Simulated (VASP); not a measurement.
# Mg (I4/mmm) in VASP: further runs, part 2 of 2

VASP 6.6.1. The steps go on from the part before.

## (3) Single point, PBE (strained)

Input file INCAR:

```
SYSTEM = Mg
PREC = Accurate ; ENCUT = 520
EDIFF = 1E-7 ; ISMEAR = 0
SIGMA = 0.1 ; LREAL = .False.
LASPH = .True. ; NELM = 100
ALGO = Fast ; ISIF = 2
LWAVE = .False. ; LCHARG = .True.
GGA = PE ; LELF = .True.
LVHAR = .True. ; NBANDS = 7
```

Input file KPOINTS:

```
Automatic mesh
0
Gamma
  16 16 16
  0 0 0
```

Input file POSCAR:

```
Mg
1.0
   -1.8530479922      1.8530479922      1.5942414421
    1.8530479922     -1.8530479922      1.5942414421
    1.8530479922      1.8530479922     -1.5942414421
Mg
1
Direct
    0.0000000000      0.0000000000      0.0000000000
```

Potentials or basis: VASP PAW PBE potentials, release 64 (Mg).

On the command line:

```
$ cat potpaw_PBE.64/Mg/POTCAR > POTCAR
$ mpirun -np 1 vasp_std > vasp.out
```

OUTCAR:

```text
SYSTEM = Mg
   PREC = Accurate
   ENCUT = 520
   EDIFF = 1E-7
   ISMEAR = 0
   LREAL = .False.
   LASPH = .True.
   NELM = 100
   ISIF = 2
   GGA = PE

 ion  position               nearest neighbor table
   1  0.000  0.000  0.000-

  LATTYP: Found a body centered tetragonal cell.
 ALAT       =     3.7060959844
 C/A-ratio  =     0.8603346750

  Lattice vectors:

 A1 = (  -1.8530479922,   1.8530479922,   1.5942414421)
 A2 = (   1.8530479922,  -1.8530479922,   1.5942414421)
 A3 = (   1.8530479922,   1.8530479922,  -1.5942414421)

Analysis of symmetry for initial positions (statically):
=====================================================================
 Subroutine PRICEL returns:
 Original cell was already a primitive cell.

 Routine SETGRP: Setting up the symmetry group for a
 body centered tetragonal supercell.

 Subroutine GETGRP returns: Found 16 space group operations
 (whereof 16 operations were pure point group operations)
 out of a pool of 16 trial point group operations.

The static configuration has the point symmetry D_4h.

Analysis of symmetry for dynamics (positions and initial velocities):
=====================================================================
 Subroutine PRICEL returns:
 Original cell was already a primitive cell.

 Routine SETGRP: Setting up the symmetry group for a
 body centered tetragonal supercell.

 Subroutine GETGRP returns: Found 16 space group operations
 (whereof 16 operations were pure point group operations)
 out of a pool of 16 trial point group operations.

The dynamic configuration has the point symmetry D_4h.

 Subroutine INISYM returns: Found 16 space group operations
 (whereof 16 operations are pure point group operations),
 and found     1 'primitive' translations

----------------------------------------------------------------------------------------

                                     Primitive cell
[... 109 lines left out ...]
     AMIX_MAG =   1.60;   BMIX_MAG =  1.00
  volume/ion in A,a.u.               =      21.90       147.77
  Fermi-wavevector in a.u.,A,eV,Ry     =   0.737263  1.393225  7.395535  0.543557
  Thomas-Fermi vector in A             =   1.830902
   LORBIT       =      0    0 simple, 1 ext, 2 COOP (PROOUT), +10 PAW based schemes
   GGA     = PE    functional components
   LHFCALC =     F    Hartree Fock is set to
   AEXX    =    0.0000 exact exchange contribution
   IVDW    =     0    specifies the selected vdW correction
   LEPSILON=     F    determine dielectric tensor
   LRPA    =     F    only Hartree local field effects (RPA)
 non-spin polarized calculation
 RMM-DIIS sequential band-by-band and
 Gauss-broadening in eV      SIGMA  =   0.10
  energy-cutoff  :      520.00
  volume of cell :       21.90
 maximum number of plane-waves:       606
   NGX = 11   NGY = 11   NGZ = 11

 number of electron       2.0000000 magnetization

 Free energy of the ion-electron system (eV)
  ---------------------------------------------------
  ext. energy  EPLUGINS =         0.00000000
  ---------------------------------------------------
  free energy    TOTEN  =        -1.46706954 eV

  energy without entropy =       -1.46510847  energy(sigma->0) =       -1.46608901

 E-fermi :   2.9150     XC(G=0):  -8.6386

 val. band max:        2.9072060255   @ k =   0.3125   0.3125   0.1250
 cond. band min:       2.9239004751   @ k =  -0.4375   0.5000   0.3125
 fundamental gap:      0.0166944496
 Fermi energy:         2.9150349994

 k-point     1 :       0.0000    0.0000    0.0000
  band No.  band energies     occupation
      1      -4.2515      2.00000
      2      14.3087      0.00000
      3      16.6251      0.00000
      4      16.7705      0.00000
      5      16.7705      0.00000
      6      17.6060      0.00000
      7      17.6060      0.00000
[... 221 lines left out ...]
 k-point    24 :      -0.0625    0.0625    0.0000
  band No.  band energies     occupation
      1      -4.1656      2.00000
      2      13.3003      0.00000
      3      15.8754      0.00000
      4      16.8359      0.00000
      5      17.2485      0.00000
      6      17.2953      0.00000
      7      18.3304      0.00000

 [... further k-points ...]

------------------------ aborting loop because EDIFF is reached ----------------------------------------

  FORCE on cell =-STRESS in cart. coord.  units (eV):
  Direction    XX          YY          ZZ          XY          YZ          ZX
  --------------------------------------------------------------------------------------
  -------------------------------------------------------------------------------------
  Total        0.2112988      0.2112988      0.4205452      0.0000000      0.0000000      0.0000000
  in kB       15.4603817     15.4603817     30.7705897      0.0000000      0.0000000      0.0000000
  external PRESSURE =      20.5637844 kB  Pullay stress =       0.0000000 kB

 VOLUME and BASIS-vectors are now :
 -----------------------------------------------------------------------------
  energy-cutoff  :      520.00
  volume of cell :       21.90
      direct lattice vectors                 reciprocal lattice vectors
    -1.853047992  1.853047992  1.594241442     0.000000000  0.269825715  0.313628781
     1.853047992 -1.853047992  1.594241442     0.269825715  0.000000000  0.313628781
     1.853047992  1.853047992 -1.594241442     0.269825715  0.269825715  0.000000000

 POSITION                                       TOTAL-FORCE (eV/Angst)
 -----------------------------------------------------------------------------------
      0.00000      0.00000      0.00000        -0.000000     -0.000000      0.000000
 -----------------------------------------------------------------------------------
    total drift:                                0.000000      0.000000      0.000000

  FREE ENERGIE OF THE ION-ELECTRON SYSTEM (eV)
  ---------------------------------------------------
  free  energy   TOTEN  =        -1.4670695437 eV

  energy  without entropy=       -1.4651084709  energy(sigma->0) =       -1.46608901
```

OSZICAR:

```text
N       E                     dE             d eps       ncg     rms          rms(c)
DAV:   1    -0.828965992600E+00   -0.82897E+00   -0.76789E+02  5285   0.192E+02
DAV:   2    -0.147248696133E+01   -0.64352E+00   -0.61292E+00  6384   0.111E+01
DAV:   3    -0.147490212752E+01   -0.24152E-02   -0.24132E-02  6195   0.754E-01
DAV:   4    -0.147490624046E+01   -0.41129E-05   -0.41130E-05  6972   0.247E-02
DAV:   5    -0.147490625594E+01   -0.15482E-07   -0.15284E-07  6265   0.106E-03    0.667E-01
RMM:   6    -0.147112350185E+01    0.37828E-02   -0.21218E-04  4887   0.113E-01    0.426E-01
RMM:   7    -0.146706079983E+01    0.40627E-02   -0.90061E-04  5256   0.213E-01    0.234E-02
RMM:   8    -0.146706964951E+01   -0.88497E-05   -0.36907E-05  5197   0.413E-02    0.531E-03
RMM:   9    -0.146706955732E+01    0.92195E-07   -0.26753E-06  5349   0.958E-03    0.521E-04
RMM:  10    -0.146706954368E+01    0.13634E-07   -0.34709E-07  5492   0.322E-03
   1 F= -.14670695E+01 E0= -.14660890E+01  d E =-.196107E-02
```

stdout:

```text
POSCAR found type information on POSCAR Mg
 POSCAR found :  1 types and       1 ions
 scaLAPACK will be used
 LDA part: xc-table for (Slater+PW92), standard interpolation
 POSCAR, INCAR and KPOINTS ok, starting setup
 FFT: planning ... GRIDC
 FFT: planning ... GRID_SOFT
 FFT: planning ... GRID
 WAVECAR not read
 entering main loop
```

It took 38 s on 1 thread of Intel Xeon 8259CL, shared host; peak memory 0.18 GiB.

Results:

| Quantity | Value |
| --- | --- |
| Free energy | -1.4671 eV |
| Pressure | 2.1 GPa |
| Band gap on the k mesh | zero (bands 1 and 2 overlap by 4.67 eV) |

Stress tensor (GPa, compression positive):
```
1.55 0.00 0.00
0.00 1.55 0.00
0.00 0.00 3.08
```

Caveat: the cell differs from its parent crystal (strained).

## (4) Single point, PBE (strained)

Input file INCAR:

```
SYSTEM = Mg
PREC = Accurate
ENCUT = 520
EDIFF = 1E-7
ISMEAR = 0
SIGMA = 0.1
LREAL = .FALSE.
LASPH = .TRUE.
NELM = 80
ALGO = Normal
ISIF = 2
LWAVE = .FALSE.
LCHARG = .FALSE.
GGA = PE
NBANDS = 7
```

Input file KPOINTS:

```
Automatic mesh
0
G
  16 16 16
  0 0 0
```

Input file POSCAR:

```
Mg
1.0
   -1.8708020313      1.8708020313      1.6104812790
    1.8708020313     -1.8708020313      1.6104812790
    1.8708020313      1.8708020313     -1.6104812790
Mg
1
Direct
    0.0000000000      0.0000000000      0.0000000000
```

Potentials or basis: VASP PAW PBE potentials, release 64 (Mg).

On the command line:

```
$ cat potpaw_PBE.64/Mg/POTCAR > POTCAR
$ mpirun -np 1 vasp_std > vasp.out
```

OUTCAR:

```text
SYSTEM = Mg
   PREC = Accurate
   ENCUT = 520
   EDIFF = 1E-7
   ISMEAR = 0
   LREAL = .FALSE.
   LASPH = .TRUE.
   NELM = 80
   ISIF = 2
   GGA = PE

 ion  position               nearest neighbor table
   1  0.000  0.000  0.000-

  LATTYP: Found a body centered tetragonal cell.
 ALAT       =     3.7416040626
 C/A-ratio  =     0.8608507218

  Lattice vectors:

 A1 = (  -1.8708020313,   1.8708020313,   1.6104812790)
 A2 = (   1.8708020313,  -1.8708020313,   1.6104812790)
 A3 = (   1.8708020313,   1.8708020313,  -1.6104812790)
[... 419 lines left out ...]

 [... further k-points ...]

------------------------ aborting loop because EDIFF is reached ----------------------------------------

  FORCE on cell =-STRESS in cart. coord.  units (eV):
  Direction    XX          YY          ZZ          XY          YZ          ZX
  --------------------------------------------------------------------------------------
  -------------------------------------------------------------------------------------
  Total        0.0625702      0.0625702      0.2361066      0.0000000      0.0000000      0.0000000
  in kB        4.4463833      4.4463833     16.7782809      0.0000000      0.0000000      0.0000000
  external PRESSURE =       8.5570159 kB  Pullay stress =       0.0000000 kB

 VOLUME and BASIS-vectors are now :
 -----------------------------------------------------------------------------
  energy-cutoff  :      520.00
  volume of cell :       22.55
      direct lattice vectors                 reciprocal lattice vectors
    -1.870802031  1.870802031  1.610481279     0.000000000  0.267265051  0.310466198
     1.870802031 -1.870802031  1.610481279     0.267265051  0.000000000  0.310466198
     1.870802031  1.870802031 -1.610481279     0.267265051  0.267265051  0.000000000

 POSITION                                       TOTAL-FORCE (eV/Angst)
 -----------------------------------------------------------------------------------
      0.00000      0.00000      0.00000         0.000000     -0.000000     -0.000000
 -----------------------------------------------------------------------------------
    total drift:                                0.000000      0.000000      0.000000

  FREE ENERGIE OF THE ION-ELECTRON SYSTEM (eV)
  ---------------------------------------------------
  free  energy   TOTEN  =        -1.4729947758 eV

  energy  without entropy=       -1.4711070231  energy(sigma->0) =       -1.47205090
```

stdout:

```text
POSCAR found type information on POSCAR Mg
 POSCAR found :  1 types and       1 ions
 scaLAPACK will be used
 LDA part: xc-table for (Slater+PW92), standard interpolation
 POSCAR, INCAR and KPOINTS ok, starting setup
 FFT: planning ... GRIDC
 FFT: planning ... GRID_SOFT
 FFT: planning ... GRID
 WAVECAR not read
 entering main loop
```

Wall time 48 s (1 thread of Intel Xeon 8259CL, shared host); peak memory 0.18 GiB.

What came out:

- Free energy: -1.4730 eV
- Pressure: 0.9 GPa
- Band gap on the k mesh: zero (bands 1 and 2 overlap by 4.60 eV)

Levels at points of the mesh, in eV from the Fermi level:
| k point | band 1 | band 2 | band 3 | band 4 |
| --- | --- | --- | --- | --- |
| (0.00, 0.00, 0.00) | -7.04 | 11.24 | 13.51 | 13.56 |
| (0.50, 0.00, 0.00) | -1.25 | -0.49 | 7.92 | 8.78 |
| (0.50, 0.50, 0.00) | -1.94 | -1.62 | 10.73 | 11.44 |
| (0.50, 0.50, 0.50) | 2.79 | 2.79 | 3.31 | 3.95 |

Caveat: the cell differs from its parent crystal (strained).

## (5) The runs side by side

| cell | gap on the mesh (eV) | pressure (GPa) |
| --- | --- | --- |
| a = 2.970 Å, angles 107.5, 107.5, 113.4°, 1 atom | none | 6.0 |
| a = 3.067 Å, angles 105.7, 105.7, 117.4°, 1 atom | none | 2.1 |
| a = 3.097 Å, angles 105.7, 105.7, 117.3°, 1 atom | none | 0.9 |

Alike in all rows: task single point; level PBE; potentials or basis VASP PAW PBE potentials, release 64 (Mg); no spin polarisation; k mesh 16 × 16 × 16; cutoff (eV) 520; smearing gaussian 0.1 eV.

Caveats: the cell stands under pressure (at least some runs).

Total energies depend on the potentials used, so only differences within one code and one set of settings carry meaning.
